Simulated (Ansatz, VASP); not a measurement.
**One calculation of NaCl, two programs**

File INCAR:

```
  PREC = Accurate
  ENCUT = 400
  EDIFF = 1E-8
  ISMEAR = -1
  SIGMA = 0.02
  LREAL = False
  LASPH = True
  NELM = 120
  ALGO = Normal
  ISIF = 2
  LWAVE = False
  LCHARG = False
  GGA = PS
  LEFG = True
  NBANDS = 14
  GGA_COMPAT = False
```

File KPOINTS:

```
Automatic mesh
0
Gamma
  8 8 8
```

POSCAR

```
NaCl
1.0
    2.7742000000      0.0000000000      0.0000000000
    0.0000000000      2.7742000000      0.0000000000
    0.0000000000      0.0000000000      2.8600000000
Na Cl
1 1
Direct
    0.0000000000      0.0000000000      0.0000000000
    0.5000000000      0.5000000000      0.5000000000
```

Input for Ansatz:

```yaml
crystal:
  lattice:
    - [2.7742, 0.0, 0.0]
    - [0.0, 2.7742, 0.0]
    - [0.0, 0.0, 2.86]
  atoms:
    - { symbol: Na, position: [0.0, 0.0, 0.0] }
    - { symbol: Cl, position: [0.5, 0.5, 0.5] }
kpoints:
  mp_grid: { grid: [8, 8, 8] }
scf:
  occupations: { method: fermi_dirac, width: 0.02 }
hamiltonian:
  xc: pbesol
  pseudopotentials: { kind: all_electron, datasets: crystal }
output:
  forces: true
  stress: true
  eigenvalues: true
  efg: { contact_densities: true }
```

Change from the starting cell: equal xx and yy strain of -3 %, crystal datasets.

Alike in both runs: task electric field gradients; functional PBEsol; k mesh 8 × 8 × 8; occupations fermi-dirac, width 0.02 eV; no spin polarisation.

|  | VASP | Ansatz |
| --- | --- | --- |
| version | VASP 6.6.1 | Ansatz 0.2.0 |
| potentials or method | VASP PAW PBE potentials, release 64 (Na_pv, Cl), cutoff 400 eV | all-electron PAW with datasets made for the crystal, scalar-relativistic |

Ansatz gave:

```
gap on the k mesh at the Fermi level (eV)                     : 3.74
pressure (GPa)                                                : 75.9
traceless stress, the component that is largest in VASP (GPa) : -5.76
size of Vzz on the site where it differs most (V/Å²)          : 17.8
```

Problem. Which values does VASP return?

Solution. gap on the k mesh at the Fermi level (eV): 3.79; pressure (GPa): 76.4; traceless stress, the component that is largest in VASP (GPa): -5.72; size of Vzz on the site where it differs most (V/Å²): 17.4.

VASP's potentials were made for PBE, not for PBEsol. Both programs put the cell under a high pressure, so it lies far from rest at this level. Ansatz ran all-electron here, and VASP with PAW potentials.

Noted on VASP's run: the cell as given lies far from equilibrium.
